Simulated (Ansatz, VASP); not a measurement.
One calculation of WSe2, two programs

INCAR

```
SYSTEM = WSe2
ALGO = Normal
EDIFF = 1E-6
ENCUT = 520
GGA = PS
ISIF = 2
ISMEAR = 0
LASPH = .TRUE.
LCHARG = .TRUE.
LELF = .TRUE.
LREAL = .FALSE.
LVHAR = .TRUE.
LWAVE = .FALSE.
NBANDS = 35
NELM = 100
PREC = Accurate
SIGMA = 0.05
```

File KPOINTS:

```
k-points
0
G
  12 12 2
  0 0 0
```

The input POSCAR:

```
WSe2
1.0
    3.0253180124      0.0000000000      0.0000000000
   -1.5126590062      3.0448674836      0.0000000000
    0.0000000000      0.0000000000     23.9834862109
W Se
2 4
Direct
    0.6666666667      0.3333333333      0.1376486583
    0.3333333333      0.6666666667      0.8623513417
    0.3333333333      0.6666666667      0.2073654518
    0.6666666667      0.3333333333      0.9321646899
    0.3333333333      0.6666666667      0.0678353101
    0.6666666667      0.3333333333      0.7926345482
```

Input for Ansatz:

```yaml
crystal:
  lattice:
    - [3.0253180124, 0.0, 0.0]
    - [-1.5126590062, 3.0448674836, 0.0]
    - [0.0, 0.0, 23.9834862109]
  atoms:
    - { symbol: W, position: [0.6666666667, 0.3333333333, 0.1376486583] }
    - { symbol: W, position: [0.3333333333, 0.6666666667, 0.8623513417] }
    - { symbol: Se, position: [0.3333333333, 0.6666666667, 0.2073654518] }
    - { symbol: Se, position: [0.6666666667, 0.3333333333, 0.9321646899] }
    - { symbol: Se, position: [0.3333333333, 0.6666666667, 0.0678353101] }
    - { symbol: Se, position: [0.6666666667, 0.3333333333, 0.7926345482] }
basis:
  ecutwfc: 420
kpoints:
  mp_grid: { grid: [12, 12, 2] }
hamiltonian:
  xc: pbesol
scf:
  occupations: { method: gaussian, width: 0.05 }
output:
  forces: true
  stress: true
  eigenvalues: true
  write_density: true
  write_potential: true
  elf: true
  volumetric_format: npy
```

Change from the starting cell: strain -0.0750 x Voigt [1, -1, 0, 0, 0, 0], atoms carried along.

Alike in both runs: task single point; functional PBEsol; k mesh 12 × 12 × 2; occupations gaussian, width 0.05 eV; no spin polarisation.

```csv
,VASP,Ansatz
version,VASP 6.6.1,Ansatz 0.2.0
potentials or method,"VASP PAW PBE potentials, release 64 (W_sv, Se), cutoff 520 eV","scalar-relativistic, plane waves, PAW"
valence electrons in the cell,52,92
```

```csv
,VASP,Ansatz,Ansatz less VASP
gap on the k mesh at the Fermi level (eV),1.05,1.05,0.000
least direct gap on the mesh (eV),1.54,1.54,+0.004
rms of the force components (eV/Å),0.367,0.354,-0.0131
```

VASP's potentials were made for PBE, not for PBEsol. Atom by atom the forces differ by 0.031 eV/Å (rms over components). The functional is the same, so the differences come from potentials, cutoffs and numerics. VASP's potentials hold 52 valence electrons a cell and Ansatz's 92, so a difference there can come from the potentials and not from the codes. Ansatz's warnings: xc potential rough in thin density.

Spin-orbit coupling is off throughout.
